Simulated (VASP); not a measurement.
Set up this calculation in VASP 6.6.1, as the native input.

* Task: relaxation of cell and atoms
* Functional: LDA
* Potentials or basis: VASP PAW LDA potentials, release 64 (Cl, Na_pv)
* Cutoff: 600 eV
* k mesh: 8 × 8 × 8
* Occupations: fermi-dirac, width 0.05 eV
* Spin: no spin polarisation
* Dipole correction: no
* Further INCAR settings: ALGO = Normal; EDIFF = 1e-07; IBRION = 2; EDIFFG = -0.005; NSW = 80; ISIF = 3

The structure of NaCl lies in POSCAR:

```
NaCl
1.0
    0.0000000000      2.7940632177      2.7940632177
    2.7940632177      0.0000000000      2.7940632177
    2.7940632177      2.7940632177      0.0000000000
Cl Na
1 1
Direct
    0.5000000000      0.5000000000      0.5000000000
    0.0000000000      0.0000000000      0.0000000000
```

One way to write it, as run:

INCAR

```
SYSTEM = NaCl
ALGO = Normal
EDIFF = 1E-7
EDIFFG = -0.005
ENCUT = 600
GGA = CA
IBRION = 2
ISIF = 3
ISMEAR = -1
LASPH = .True.
LCHARG = .False.
LREAL = .False.
LWAVE = .False.
NELM = 80
NSW = 80
PREC = Accurate
SIGMA = 0.05
```

KPOINTS

```
k-points
0
Gamma
  8 8 8
  0 0 0
```

Potentials or basis: VASP PAW LDA potentials, release 64 (Cl, Na_pv).

The run is started by

```bash
$ cat potpaw_LDA.64/Cl/POTCAR potpaw_LDA.64/Na_pv/POTCAR > POTCAR
$ mpirun -np 1 vasp_std > vasp.out
```

It gave:

```yaml
Relaxed_volume: 20.41 Å³/atom
Relaxed_cell: a = 3.865 Å, b = 3.865 Å, c = 3.865 Å, α = 60.00°, β = 60.00°, γ = 60.00°
Space_group_after_relaxing_to_0.05_Å: Fm-3m (No. 225)
Energy_gained_by_relaxing: 8.5 meV/atom
Ionic_steps: 4
Pressure_after_relaxing: 0.0 GPa
Band_gap_on_the_k_mesh: 5.08 eV, direct
```

Wall time 13 s on 1 thread of Intel(R) Xeon(R) Platinum 8481C CPU @ 2.70GHz (Sapphire Rapids) (shared host), peak memory 0.16 GiB.
